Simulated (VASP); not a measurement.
# HfN (P6_3/mmc) in VASP: further runs, part 2 of 2

VASP 6.6.1. The steps go on from the part before.

## Step 3: Single point, r2SCAN

File POSCAR:

```
HfN
1.0
    3.1339080200      0.0000000000      0.0000000000
   -1.5669540100      2.7140439584      0.0000000000
    0.0000000000      0.0000000000      5.4167677200
Hf N
2 2
Direct
    0.6666666667      0.3333333333      0.7500000000
    0.3333333333      0.6666666667      0.2500000000
    0.0000000000      0.0000000000      0.0000000000
    0.0000000000      0.0000000000      0.5000000000
```

File INCAR.step1:

```
SYSTEM = HfN
  PREC = Accurate
  ENCUT = 660
  ISMEAR = -1
  SIGMA = 0.1
  LREAL = .False.
  LASPH = .True.
  NELM = 120
  NBANDS = 23
  GGA = PE
  ALGO = Normal
  EDIFF = 1E-5
  LWAVE = .True.
  LCHARG = .False.
  GGA_COMPAT = .False.
```

File INCAR.step2:

```
SYSTEM = HfN
  PREC = Accurate
  ENCUT = 660
  EDIFF = 1E-6
  ISMEAR = -1
  SIGMA = 0.1
  LREAL = .False.
  LASPH = .True.
  NELM = 120
  ALGO = Normal
  ISIF = 2
  LWAVE = .False.
  LCHARG = .False.
  METAGGA = R2SCAN
  LMIXTAU = .True.
  NBANDS = 23
  ISTART = 1
  GGA_COMPAT = .False.
```

File KPOINTS:

```
Automatic mesh
0
Gamma
  8 8 4
  0 0 0
```

Potentials or basis: VASP PAW PBE potentials, release 64 (Hf_pv, N).

Started as:

```sh
$ cat potpaw_PBE.64/Hf_pv/POTCAR potpaw_PBE.64/N/POTCAR > POTCAR
$ cp INCAR.step1 INCAR
$ mpirun -np 1 vasp_std > vasp.out
$ cp INCAR.step2 INCAR
$ mpirun -np 1 vasp_std > vasp.out
```

OUTCAR:

```text
SYSTEM = HfN
   PREC = Accurate
   ENCUT = 660
   EDIFF = 1E-6
   ISMEAR = -1
   LREAL = .False.
   LASPH = .True.
   NELM = 120
   ISIF = 2
   METAGGA = R2SCAN
   ISTART = 1

 ion  position               nearest neighbor table
   1  0.667  0.333  0.750-   3 2.26   4 2.26   3 2.26   4 2.26   3 2.26   4 2.26   2 3.26   2 3.26
                             2 3.26   2 3.26   2 3.26   2 3.26
   2  0.333  0.667  0.250-   3 2.26   4 2.26   3 2.26   4 2.26   3 2.26   4 2.26   1 3.26   1 3.26
                             1 3.26   1 3.26   1 3.26   1 3.26
   3  0.000  0.000  0.000-   1 2.26   2 2.26   2 2.26   1 2.26   1 2.26   2 2.26
   4  0.000  0.000  0.500-   1 2.26   2 2.26   2 2.26   1 2.26   1 2.26   2 2.26

  LATTYP: Found a hexagonal cell.
 ALAT       =     3.1339080200
 C/A-ratio  =     1.7284386413

  Lattice vectors:

 A1 = (   3.1339080200,   0.0000000000,   0.0000000000)
 A2 = (  -1.5669540100,   2.7140439584,   0.0000000000)
 A3 = (   0.0000000000,   0.0000000000,   5.4167677200)

Analysis of symmetry for initial positions (statically):
=====================================================================
 Subroutine PRICEL returns:
 Original cell was already a primitive cell.

 Routine SETGRP: Setting up the symmetry group for a
 hexagonal supercell.

 Subroutine GETGRP returns: Found 24 space group operations
 (whereof 12 operations were pure point group operations)
 out of a pool of 24 trial point group operations.

The static configuration has the point symmetry D_3d.
 The point group associated with its full space group is D_6h.

Analysis of symmetry for dynamics (positions and initial velocities):
=====================================================================
 Subroutine PRICEL returns:
 Original cell was already a primitive cell.

 Routine SETGRP: Setting up the symmetry group for a
 hexagonal supercell.

 Subroutine GETGRP returns: Found 24 space group operations
 (whereof 12 operations were pure point group operations)
 out of a pool of 24 trial point group operations.

The dynamic configuration has the point symmetry D_3d.
 The point group associated with its full space group is D_6h.

 Subroutine INISYM returns: Found 24 space group operations
 (whereof 12 operations are pure point group operations),
 and found     1 'primitive' translations

----------------------------------------------------------------------------------------

                                     Primitive cell

  volume of cell :      46.0727

  direct lattice vectors                    reciprocal lattice vectors
     3.133908020  0.000000000  0.000000000     0.319090412  0.184226935  0.000000000
    -1.566954010  2.714043958  0.000000000     0.000000000  0.368453870  0.000000000
     0.000000000  0.000000000  5.416767720     0.000000000  0.000000000  0.184611940

  length of vectors
     3.133908020  3.133908020  5.416767720     0.368453870  0.368453870  0.184611940

  position of ions in fractional coordinates (direct lattice)
     0.666666667  0.333333333  0.750000000
     0.333333333  0.666666667  0.250000000
     0.000000000  0.000000000  0.000000000
     0.000000000  0.000000000  0.500000000

  ion indices of the primitive-cell ions
   primitive index   ion index
                 1           1
[... 27 lines left out ...]

 Found     30 irreducible k-points:

 Following reciprocal coordinates:
            Coordinates               Weight
  0.000000  0.000000  0.000000      1.000000
  0.125000  0.000000  0.000000      6.000000
  0.250000  0.000000  0.000000      6.000000
  0.375000  0.000000  0.000000      6.000000
  0.500000  0.000000  0.000000      3.000000
  0.125000  0.125000  0.000000      6.000000
[... 16 lines left out ...]
  0.250000  0.000000  0.500000      6.000000
  0.375000  0.000000  0.500000      6.000000
 [... further k-points ...]
   k-points           NKPTS =     30   k-points in BZ     NKDIM =     30   number of bands    NBANDS=     23
   number of dos      NEDOS =    301   number of ions     NIONS =      4
   total plane-waves  NPLWV =  37632
   dimension x,y,z NGX =    28 NGY =   28 NGZ =   48
   dimension x,y,z NGXF=    56 NGYF=   56 NGZF=   96
   ions per type =               2   2
   NGX,Y,Z   is equivalent  to a cutoff of  14.85, 14.85, 14.73 a.u.
   NGXF,Y,Z  is equivalent  to a cutoff of  29.71, 29.71, 29.46 a.u.
 SYSTEM =  HfN
   PREC   = accura    normal or accurate (medium, high low for compatibility)
   ISTART =      1    job   : 0-new  1-cont  2-samecut
   ICHARG =      0    charge: 1-file 2-atom 10-const
   ISPIN  =      1    spin polarized calculation?
   LNONCOLLINEAR =      F non collinear calculations
   LSORBIT =      F    spin-orbit coupling
   LASPH  =      T    aspherical Exc in radial PAW
   ENCUT  =  660.0 eV  48.51 Ry    6.96 a.u.   6.56  6.56 11.35*2*pi/ulx,y,z
   NELM   =    120;   NELMIN=  2; NELMDL=  0     # of ELM steps
   EDIFF  = 0.1E-05   stopping-criterion for ELM
   LREAL  =      F    real-space projection
   EDIFFG = 0.1E-04   stopping-criterion for IOM
   NSW    =      0    number of steps for IOM
   IBRION =     -1    ionic relax: 0-MD 1-quasi-New 2-CG
   NFREE  =      0    steps in history (QN), initial steepest desc. (CG)
   ISIF   =      2    stress and relaxation
   ISYM   =      2    0-nonsym 1-usesym 2-fastsym
   POTIM  = 0.5000    time-step for ionic-motion
   TEBEG  =    0.0;   TEEND  =   0.0 temperature during run
   PSTRESS=    0.0 pullay stress
   NELECT =      30.0000    total number of electrons
   NUPDOWN=      -1.0000    fix difference up-down
   EMIN   =  10.00;   EMAX   =-10.00  energy-range for DOS
   EFERMI =   0.00;   METHOD = LEGACY
   ISMEAR =    -1;   SIGMA  =   0.10  broadening in eV -4-tet -1-fermi 0-gaus
   EFERMI_NEDOS =   21; number of points for ismear=-14 and -15
   IALGO  =     38    algorithm
   IMIX   =      4    mixing-type and parameters
     AMIX     =   0.40;   BMIX     =  1.00
     AMIX_MAG =   1.60;   BMIX_MAG =  1.00
  volume/ion in A,a.u.               =      11.52        77.73
  Fermi-wavevector in a.u.,A,eV,Ry     =   1.418951  2.681429 27.394278  2.013423
  Thomas-Fermi vector in A             =   2.540023
   LORBIT       =      0    0 simple, 1 ext, 2 COOP (PROOUT), +10 PAW based schemes
   METAGGA = R2SCAN    functional components
   LHFCALC =     F    Hartree Fock is set to
   AEXX    =    0.0000 exact exchange contribution
   IVDW    =     0    specifies the selected vdW correction
   LEPSILON=     F    determine dielectric tensor
   LRPA    =     F    only Hartree local field effects (RPA)
 non-spin polarized calculation
  energy-cutoff  :      660.00
  volume of cell :       46.07
 maximum number of plane-waves:      1811
 NGX is ok and might be reduce to    28
   NGX = 13   NGY = 13   NGZ = 23

 number of electron      29.9999998 magnetization

 Free energy of the ion-electron system (eV)
  ---------------------------------------------------
  ext. energy  EPLUGINS =         0.00000000
  ---------------------------------------------------
  free energy    TOTEN  =      -116.40304978 eV

  energy without entropy =     -116.35786979  energy(sigma->0) =     -116.38045979

 E-fermi :   7.8140     XC(G=0): -13.6103

 val. band max:        7.7982953297   @ k =   0.2500   0.2500   0.5000
 cond. band min:       7.8402623076   @ k =   0.1250   0.0000   0.2500
 fundamental gap:      0.0419669779
 Fermi energy:         7.8139722564

 k-point     1 :       0.0000    0.0000    0.0000
  band No.  band energies     occupation
      1     -25.0489      2.00000
      2     -24.1838      2.00000
      3     -24.0708      2.00000
      4     -24.0708      2.00000
      5     -24.0145      2.00000
      6     -24.0145      2.00000
[... 613 lines left out ...]
     22      13.6720      0.00000
     23      15.4461      0.00000

 [... further k-points ...]

------------------------ aborting loop because EDIFF is reached ----------------------------------------

  FORCE on cell =-STRESS in cart. coord.  units (eV):
  Direction    XX          YY          ZZ          XY          YZ          ZX
  --------------------------------------------------------------------------------------
  -------------------------------------------------------------------------------------
  Total       -0.0014925     -0.0014925     -0.0090097      0.0000000      0.0000000      0.0000000
  in kB       -0.0519034     -0.0519034     -0.3133135      0.0000000      0.0000000      0.0000000
  external PRESSURE =      -0.1390401 kB  Pullay stress =       0.0000000 kB

 VOLUME and BASIS-vectors are now :
 -----------------------------------------------------------------------------
  energy-cutoff  :      660.00
  volume of cell :       46.07
      direct lattice vectors                 reciprocal lattice vectors
     3.133908020  0.000000000  0.000000000     0.319090412  0.184226935  0.000000000
    -1.566954010  2.714043958  0.000000000     0.000000000  0.368453870  0.000000000
     0.000000000  0.000000000  5.416767720     0.000000000  0.000000000  0.184611940

 POSITION                                       TOTAL-FORCE (eV/Angst)
 -----------------------------------------------------------------------------------
      1.56695      0.90468      4.06258        -0.000000      0.000000      0.000000
     -0.00000      1.80936      1.35419         0.000000     -0.000000      0.000000
      0.00000      0.00000      0.00000        -0.000000      0.000000      0.000000
      0.00000      0.00000      2.70838        -0.000000      0.000000      0.000000
 -----------------------------------------------------------------------------------
    total drift:                               -0.000000      0.000000     -0.000000

  FREE ENERGIE OF THE ION-ELECTRON SYSTEM (eV)
  ---------------------------------------------------
  free  energy   TOTEN  =      -116.4030497805 eV

  energy  without entropy=     -116.3578697943  energy(sigma->0) =     -116.38045979
```

Wall time 3 min (1 thread of Intel Xeon Platinum 8259CL at 2.50GHz (Skylake/Cascade Lake), shared host); peak memory 0.21 GiB.

What came out:

```
Free energy            : -116.4030 eV
Pressure               : 0.0 GPa
Band gap on the k mesh : zero (bands 15 and 16 overlap by 2.45 eV)
```

Caveat: the PAW data sets were made with another functional, which shifts forces and pressure a little; spin-orbit coupling is left out, which moves the levels of the heavy elements.

The gap in the log of VASP goes by the Fermi energy; the results here count the filled bands.